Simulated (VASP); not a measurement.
Wanted: the native input for a VASP 6.6.1 run.

* Task: single point
* Functional: PBE
* Potentials or basis: VASP PAW PBE potentials, release 64 (Zr_sv, Si)
* Cutoff: 520 eV
* k mesh: 8 × 8 × 8
* Occupations: gaussian, width 0.05 eV
* Spin: no spin polarisation
* Dipole correction: no
* k mesh for the DOS: 12 × 12 × 12
* Occupations for the DOS: tetrahedron
* Further INCAR settings: ALGO = Normal; EDIFF = 1e-06; NBANDS = 20

ZrSi3:

```xyz
4
Lattice="3.9899 0.0000 0.0000 0.0000 3.9899 0.0000 0.0000 0.0000 3.9899" Properties=species:S:1:pos:R:3 pbc="T T T"
Zr    0.0000    0.0000    0.0000
Si    0.0000    1.9950    1.9950
Si    1.9950    1.9950    0.0000
Si    1.9950    0.0000    1.9950
```

One way to write it, as run:

POSCAR

```
ZrSi3
1.0
    3.9899433751      0.0000000000      0.0000000000
    0.0000000000      3.9899433751      0.0000000000
    0.0000000000      0.0000000000      3.9899433751
Zr Si
1 3
Direct
    0.0000000000      0.0000000000      0.0000000000
    0.0000000000      0.5000000000      0.5000000000
    0.5000000000      0.5000000000      0.0000000000
    0.5000000000      0.0000000000      0.5000000000
```

INCAR.step1

```
  PREC = Accurate
  ENCUT = 520
  EDIFF = 1E-6
  ISMEAR = 0
  SIGMA = 0.05
  LREAL = F
  LASPH = T
  NELM = 80
  ALGO = Normal
  ISIF = 2
  LWAVE = F
  LCHARG = T
  LMAXMIX = 4
  GGA = PE
  NBANDS = 20
```

KPOINTS.step1

```
Automatic mesh
0
Gamma
  8 8 8
```

INCAR.step2

```
  PREC = Accurate
  ENCUT = 520
  EDIFF = 1E-6
  ISMEAR = -5
  SIGMA = 0.05
  LREAL = F
  LASPH = T
  NELM = 80
  ALGO = Normal
  ISIF = 2
  LWAVE = F
  LCHARG = F
  LMAXMIX = 4
  GGA = PE
  LORBIT = 11
  NBANDS = 20
  NEDOS = 1001
  ICHARG = 11
```

KPOINTS.step2

```
Automatic mesh
0
Gamma
  12 12 12
```

Potentials or basis: VASP PAW PBE potentials, release 64 (Zr_sv, Si).

Command:

```sh
$ cat potpaw_PBE.64/Zr_sv/POTCAR potpaw_PBE.64/Si/POTCAR > POTCAR
$ cp INCAR.step1 INCAR
$ cp KPOINTS.step1 KPOINTS
$ mpirun -np 1 vasp_std > vasp.out
$ cp INCAR.step2 INCAR
$ cp KPOINTS.step2 KPOINTS
$ mpirun -np 1 vasp_std > vasp.out
```

It gave:

The valence electrons inside the program's atomic spheres are Zr 9.90; Si 1.59.

Run time: 100 s on 1 thread of Intel(R) Xeon(R) Platinum 8375C CPU @ 2.90GHz (Ice Lake), on a shared host, peak memory 0.22 GiB.
